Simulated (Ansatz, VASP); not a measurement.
# One calculation of K, two programs

```
CELL_PARAMETERS angstrom
-2.57643 2.57643 2.57643
2.57643 -2.57643 2.57643
2.57643 2.57643 -2.57643
ATOMIC_POSITIONS crystal
K 0.00000 0.00000 0.00000
```

Alike in both runs: functional PBE; dispersion D3(BJ); k mesh 12 × 12 × 12; occupations gaussian, width 0.1 eV; no spin polarisation.

Ansatz relaxed the structure, and its values are those at the end. VASP's run is a single point on that final structure, the one shown.

|  | VASP | Ansatz |
| --- | --- | --- |
| version | VASP 6.6.1 | Ansatz 0.2.0 |
| potentials or method | VASP PAW PBE potentials, release 64 (K_sv), cutoff 520 eV | scalar-relativistic, plane waves, PAW |
| valence electrons in the cell | 9 | 9 |

|  | VASP | Ansatz | Ansatz less VASP |
| --- | --- | --- | --- |
| gap on the k mesh at the Fermi level (eV) | none | none | - |
| pressure (GPa) | 0.0 | 0.0 | +0.01 |

A gap of «none» marks a metal or a gap that the smearing closes.
